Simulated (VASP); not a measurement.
Here is a VASP 6.6.1 calculation.

Contents of INCAR:

```
SYSTEM = Tl
PREC = Accurate
ENCUT = 520
EDIFF = 1E-6
ISMEAR = -1
SIGMA = 0.1
LREAL = .False.
LASPH = .True.
NELM = 60
ALGO = Normal
ISIF = 2
LWAVE = .False.
LCHARG = .False.
GGA = RP
ISYM = 0
NBANDS = 20
```

KPOINTS

```
Automatic mesh
0
Gamma
  11 11 8
  0 0 0
```

The input POSCAR:

```
Tl
1.0
   -4.2641153460      4.1814291466      1.7347464141
    4.1814291466     -4.2641153460      1.7347464141
    2.3643635928      2.3643635928     -1.8861863398
Tl
2
Direct
    0.9974817750      0.0025182250      1.0000000000
    0.7525182250      0.2474817750      0.5000000000
```

Potentials or basis: VASP PAW PBE potentials, release 64 (Tl_d).

Run with:

```console
$ cat potpaw_PBE.64/Tl_d/POTCAR > POTCAR
$ mpirun -np 1 vasp_std > vasp.out
```

(1) Predict the pressure.

(2) Estimate the band gap on the k mesh.

(3) Predict the largest force.

## Answers

(1) 0.0 GPa.

(2) zero (bands 13 and 14 overlap by 4.58 eV).

(3) 0.006 eV/Å.

Caveat: the PAW data sets were made with another functional, which shifts forces and pressure a little; spin-orbit coupling is left out, which moves the levels of the heavy elements.
